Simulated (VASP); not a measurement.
Input of a VASP 6.6.1 run:

INCAR

```
  ALGO = Normal
  EDIFF = 1E-7
  ENCUT = 520
  ISIF = 2
  ISMEAR = -1
  LASPH = True
  LCHARG = False
  LREAL = False
  LWAVE = False
  NBANDS = 9
  NELM = 100
  PREC = Accurate
  SIGMA = 0.1
```

The input KPOINTS:

```
k-points
0
Gamma
  16 16 9
```

File POSCAR:

```
Mg
1.0
    3.1367078614      0.0000000000      0.0000000000
   -1.5683539307      2.7164686922      0.0000000000
    0.0000000000      0.0000000000      5.0790567539
Mg
2
Direct
    0.3333333333      0.6666666667      0.2500000000
    0.6666666667      0.3333333333      0.7500000000
```

Potentials or basis: VASP PAW LDA potentials, release 64 (Mg).

The run is started by

```bash
$ cat potpaw_LDA.64/Mg/POTCAR > POTCAR
$ mpirun -np 1 vasp_std > vasp.out
```

Question: Predict the band gap on the k mesh.

Answer: Zero (bands 2 and 3 overlap by 2.26 eV).

Question: What does it give for the pressure?

Answer: -0.3 GPa.
